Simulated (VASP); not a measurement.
# Al (Im-3m) in VASP: settings compared, part 2 of 3

VASP 6.6.1. Earlier steps stand in the parts before.

## 4. Single point, PBEsol+D3(BJ)

This run uses another cell than the first one, of 15.90 Å³/atom, 0.931 times its volume.

INCAR

```
SYSTEM = Al
PREC     = Accurate       ! precision mode
ENCUT    = 520            ! plane-wave cutoff, eV
EDIFF    = 1E-6           ! SCF threshold, eV
ISMEAR   = -1             ! smearing method
SIGMA    = 0.05           ! smearing width, eV
LREAL    = .FALSE.        ! projectors in reciprocal space
LASPH    = .TRUE.         ! aspherical terms in the spheres
NELM     = 100            ! most SCF steps
ALGO     = Normal         ! electronic algorithm
ISIF     = 2              ! what is computed and relaxed
LWAVE    = .FALSE.        ! write WAVECAR
LCHARG   = .FALSE.        ! write CHGCAR
GGA      = PS             ! functional
IVDW     = 12             ! dispersion correction
NBANDS   = 8              ! bands
```

KPOINTS

```
Automatic mesh
0
G
  12 12 12
  0 0 0
```

POSCAR

```
Al
1.0
   -1.5841763650      1.5841763650      1.5841763650
    1.5841763650     -1.5841763650      1.5841763650
    1.5841763650      1.5841763650     -1.5841763650
Al
1
Direct
    0.0000000000      0.0000000000      0.0000000000
```

Potentials or basis: VASP PAW PBE potentials, release 64 (Al).

Command:

```
$ cat potpaw_PBE.64/Al/POTCAR > POTCAR
$ mpirun -np 1 vasp_std > vasp.out
```

OUTCAR:

```text
SYSTEM = Al
   PREC = Accurate
   ENCUT = 520
   EDIFF = 1E-6
   ISMEAR = -1
   LREAL = .FALSE.
   LASPH = .TRUE.
   NELM = 100
   ISIF = 2
   GGA = PS
   IVDW = 12
 IVDW          = 12

 ion  position               nearest neighbor table
   1  0.000  0.000  0.000-

  LATTYP: Found a body centered cubic cell.
 ALAT       =     3.1683527300

  Lattice vectors:

 A1 = (  -1.5841763650,   1.5841763650,   1.5841763650)
 A2 = (   1.5841763650,  -1.5841763650,   1.5841763650)
[... 441 lines left out ...]
      7      29.6602      0.00000
      8      31.0640      0.00000

 [... further k-points ...]

------------------------ aborting loop because EDIFF is reached ----------------------------------------

 Edisp (eV)   -0.32984

 E8    (eV) :    -0.2222

  FORCE on cell =-STRESS in cart. coord.  units (eV):
  Direction    XX          YY          ZZ          XY          YZ          ZX
  --------------------------------------------------------------------------------------
  -------------------------------------------------------------------------------------
  Total       0.00535     0.00535     0.00535     0.00000     0.00000     0.00000
  in kB       0.53918     0.53918     0.53918     0.00000     0.00000     0.00000
  external pressure =        0.54 kB  Pullay stress =        0.00 kB

 VOLUME and BASIS-vectors are now :
 -----------------------------------------------------------------------------
  energy-cutoff  :      520.00
  volume of cell :       15.90
      direct lattice vectors                 reciprocal lattice vectors
    -1.584176365  1.584176365  1.584176365     0.000000000  0.315621424  0.315621424
     1.584176365 -1.584176365  1.584176365     0.315621424  0.000000000  0.315621424
     1.584176365  1.584176365 -1.584176365     0.315621424  0.315621424  0.000000000

 POSITION                                       TOTAL-FORCE (eV/Angst)
 -----------------------------------------------------------------------------------
      0.00000      0.00000      0.00000         0.000000      0.000000      0.000000
 -----------------------------------------------------------------------------------
    total drift:                                0.000000      0.000000      0.000000

  FREE ENERGIE OF THE ION-ELECTRON SYSTEM (eV)
  ---------------------------------------------------
  free  energy   TOTEN  =        -4.3129789965 eV

  energy  without entropy=       -4.3087880563  energy(sigma->0) =       -4.31088353
```

stdout:

```text
POSCAR found type information on POSCAR Al
 POSCAR found :  1 types and       1 ions
 scaLAPACK will be used
 -----------------------------------------------------------------------------
|                                                                             |
|                                                                             |
|     You enforced a specific xc type in the INCAR file but a different       |
|     I HOPE YOU KNOW WHAT YOU ARE DOING!                                     |
|                                                                             |
 -----------------------------------------------------------------------------

 LDA part: xc-table for (Slater+PW92), standard interpolation
 POSCAR, INCAR and KPOINTS ok, starting setup
 FFT: planning ... GRIDC
 FFT: planning ... GRID_SOFT
 FFT: planning ... GRID
 WAVECAR not read
 entering main loop
```

Run time: 3.6 s. Hardware: 1 thread of Intel Xeon 6975P-C (Granite Rapids), shared host; peak memory 0.13 GiB.

Results:

| Quantity | Value |
| --- | --- |
| Free energy | -4.3130 eV |
| Pressure | 0.1 GPa |
| Dispersion energy per atom | -0.330 eV |

Caveat: the PAW data sets were made with another functional, which shifts forces and pressure a little; pairwise dispersion overbinds metals, which lowers pressure and volume.

## 5. Single point, PBEsol+D4

This run uses another cell than the first one, of 16.18 Å³/atom, 0.947 times its volume.

INCAR

```
  PREC = Accurate
  ENCUT = 520
  EDIFF = 1E-7
  ISMEAR = -1
  SIGMA = 0.05
  LREAL = False
  LASPH = True
  NELM = 100
  ALGO = Normal
  ISIF = 2
  LWAVE = False
  LCHARG = False
  GGA = PS
  IVDW = 13
  NBANDS = 8
```

KPOINTS

```
regular mesh
0
Gamma
  12 12 12
```

POSCAR

```
Al
1.0
   -1.5933607443      1.5933607443      1.5933607443
    1.5933607443     -1.5933607443      1.5933607443
    1.5933607443      1.5933607443     -1.5933607443
Al
1
Direct
    0.0000000000      0.0000000000      0.0000000000
```

Potentials or basis: VASP PAW PBE potentials, release 64 (Al).

Command:

```
$ cat potpaw_PBE.64/Al/POTCAR > POTCAR
$ mpirun -np 1 vasp_std > vasp.out
```

OUTCAR:

```text
PREC = Accurate
   ENCUT = 520
   EDIFF = 1E-7
   ISMEAR = -1
   LREAL = False
   LASPH = True
   NELM = 100
   ISIF = 2
   GGA = PS
   IVDW = 13

 ion  position               nearest neighbor table
   1  0.000  0.000  0.000-

  LATTYP: Found a body centered cubic cell.
 ALAT       =     3.1867214886

  Lattice vectors:

 A1 = (  -1.5933607443,   1.5933607443,   1.5933607443)
 A2 = (   1.5933607443,  -1.5933607443,   1.5933607443)
 A3 = (   1.5933607443,   1.5933607443,  -1.5933607443)

Analysis of symmetry for initial positions (statically):
=====================================================================
 Subroutine PRICEL returns:
 Original cell was already a primitive cell.

 Routine SETGRP: Setting up the symmetry group for a
 body centered cubic supercell.

 Subroutine GETGRP returns: Found 48 space group operations
[... 9 lines left out ...]

 Routine SETGRP: Setting up the symmetry group for a
 body centered cubic supercell.

 Subroutine GETGRP returns: Found 48 space group operations
[... 11 lines left out ...]
                                     Primitive cell
[... 136 lines left out ...]

 E-fermi :   8.1369     XC(G=0): -10.3321

 val. band max:        8.0855070602   @ k =  -0.4167  -0.4167   0.2500
 cond. band min:       8.1510158470   @ k =   0.3333   0.2500   0.0833
 fundamental gap:      0.0655087868
 Fermi energy:         8.1369058418

 k-point     1 :       0.0000    0.0000    0.0000
  band No.  band energies     occupation
      1      -3.1061      2.00000
      2      21.5170      0.00000
      3      21.5170      0.00000
      4      21.5170      0.00000
      5      23.1234      0.00000
      6      23.1234      0.00000
      7      23.1234      0.00000
      8      24.5941      0.00000
[... 243 lines left out ...]
 k-point    24 :       0.4167    0.0833    0.0833
  band No.  band energies     occupation
      1       4.1387      2.00000
      2       4.6701      2.00000
      3      13.1256      0.00000
      4      13.8481      0.00000
      5      22.2566      0.00000
      6      22.8240      0.00000
      7      29.2733      0.00000
      8      30.6164      0.00000

 [... further k-points ...]

------------------------ aborting loop because EDIFF is reached ----------------------------------------

  DFT-D4 for vdW energy calculation

  Edisp (eV):   -0.20395

  FORCE on cell =-STRESS in cart. coord.  units (eV):
  Direction    XX          YY          ZZ          XY          YZ          ZX
  --------------------------------------------------------------------------------------
  -------------------------------------------------------------------------------------
  Total       0.00736     0.00736     0.00736     0.00000     0.00000    -0.00000
  in kB       0.72848     0.72848     0.72848     0.00000     0.00000    -0.00000
  external pressure =        0.73 kB  Pullay stress =        0.00 kB

 VOLUME and BASIS-vectors are now :
 -----------------------------------------------------------------------------
  energy-cutoff  :      520.00
  volume of cell :       16.18
      direct lattice vectors                 reciprocal lattice vectors
    -1.593360744  1.593360744  1.593360744     0.000000000  0.313802133  0.313802133
     1.593360744 -1.593360744  1.593360744     0.313802133  0.000000000  0.313802133
     1.593360744  1.593360744 -1.593360744     0.313802133  0.313802133  0.000000000

 POSITION                                       TOTAL-FORCE (eV/Angst)
 -----------------------------------------------------------------------------------
      0.00000      0.00000      0.00000         0.000000     -0.000000      0.000000
 -----------------------------------------------------------------------------------
    total drift:                                0.000000      0.000000     -0.000000

  FREE ENERGIE OF THE ION-ELECTRON SYSTEM (eV)
  ---------------------------------------------------
  free  energy   TOTEN  =        -4.1917927522 eV

  energy  without entropy=       -4.1876864973  energy(sigma->0) =       -4.18973962
```

OSZICAR:

```text
N       E                     dE             d eps       ncg     rms          rms(c)
DAV:   1    -0.258646261772E+01   -0.25865E+01   -0.90994E+02  1160   0.209E+02
DAV:   2    -0.401055752053E+01   -0.14241E+01   -0.13992E+01  1560   0.192E+01
DAV:   3    -0.401775735979E+01   -0.71998E-02   -0.71995E-02  1432   0.151E+00
DAV:   4    -0.401778036463E+01   -0.23005E-04   -0.23004E-04  1624   0.786E-02
DAV:   5    -0.401778044146E+01   -0.76827E-07   -0.77987E-07  1456   0.327E-03    0.138E+00
DAV:   6    -0.399969833908E+01    0.18082E-01   -0.26388E-03  1328   0.205E-01    0.775E-01
DAV:   7    -0.398785868663E+01    0.11840E-01   -0.70092E-03  1312   0.324E-01    0.165E-01
DAV:   8    -0.398784166792E+01    0.17019E-04   -0.31031E-05  1504   0.374E-02    0.978E-03
DAV:   9    -0.398784104885E+01    0.61907E-06   -0.34067E-07  1392   0.292E-03    0.105E-03
DAV:  10    -0.398784070351E+01    0.34534E-06   -0.72968E-09  1352   0.514E-04    0.670E-04
DAV:  11    -0.398784070591E+01   -0.23965E-08   -0.17746E-10   680   0.724E-05
   1 F= -.41917928E+01 E0= -.41897396E+01  d E =-.410625E-02
```

stdout:

```text
POSCAR found type information on POSCAR Al
 POSCAR found :  1 types and       1 ions
 scaLAPACK will be used
 -----------------------------------------------------------------------------
|                                                                             |
|                                                                             |
|     You enforced a specific xc type in the INCAR file but a different       |
|     I HOPE YOU KNOW WHAT YOU ARE DOING!                                     |
|                                                                             |
 -----------------------------------------------------------------------------

 LDA part: xc-table for (Slater+PW92), standard interpolation
 POSCAR, INCAR and KPOINTS ok, starting setup
 FFT: planning ... GRIDC
 FFT: planning ... GRID_SOFT
 FFT: planning ... GRID
 WAVECAR not read
 entering main loop
```

Wall time 3.9 s (1 thread of Intel Xeon 6975P-C (Granite Rapids), shared host); peak memory 0.13 GiB.

Results:

```
Free energy                : -4.1918 eV
Pressure                   : 0.1 GPa
Dispersion energy per atom : -0.204 eV
```

Caveat: the PAW data sets were made with another functional, which shifts forces and pressure a little; pairwise dispersion overbinds metals, which lowers pressure and volume.

[end of part 2 of 3]
